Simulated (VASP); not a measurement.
Pt2W, 3 atoms in the cell. It takes space group Immm (No. 71, orthorhombic). The conventional cell has a = 2.791 Å, b = 3.991 Å, c = 8.362 Å, α = 90.00°, β = 90.00°, γ = 90.00°. Within 3.6 Å of Pt (site symmetry mm2) lie 7 Pt at 2.73 to 2.83 Å and 5 W at 2.79 to 2.82 Å. Within 3.7 Å of W (site symmetry mmm) lie 2 W at 2.79 Å and 10 Pt at 2.79 to 2.82 Å. 

- Program: VASP 6.6.1
- Task: single point
- Functional: r2SCAN
- Potentials or basis: VASP PAW PBE potentials, release 64 (Pt, W_sv)
- Cutoff: 520 eV
- k mesh: 12 × 12 × 12
- Occupations: fermi-dirac, width 0.05 eV
- Spin: no spin polarisation
- Dipole correction: no
- Further INCAR settings: ALGO = Normal; EDIFF = 1e-06; NBANDS = 24

Potentials or basis: VASP PAW PBE potentials, release 64 (Pt, W_sv).

Run with:

```sh
$ cat potpaw_PBE.64/Pt/POTCAR potpaw_PBE.64/W_sv/POTCAR > POTCAR
$ cp INCAR.step1 INCAR
$ mpirun -np 1 vasp_std > vasp.out
$ cp INCAR.step2 INCAR
$ mpirun -np 1 vasp_std > vasp.out
```

Hardware: 1 thread of AMD EPYC 7R13 Processor (Zen 3) (shared host).

**Question.** How long does it take, and how much memory?

**Answer.** It took 21 min on 1 thread of AMD EPYC 7R13 Processor (Zen 3) (shared host), peak memory 0.41 GiB. Counts: k points 280.
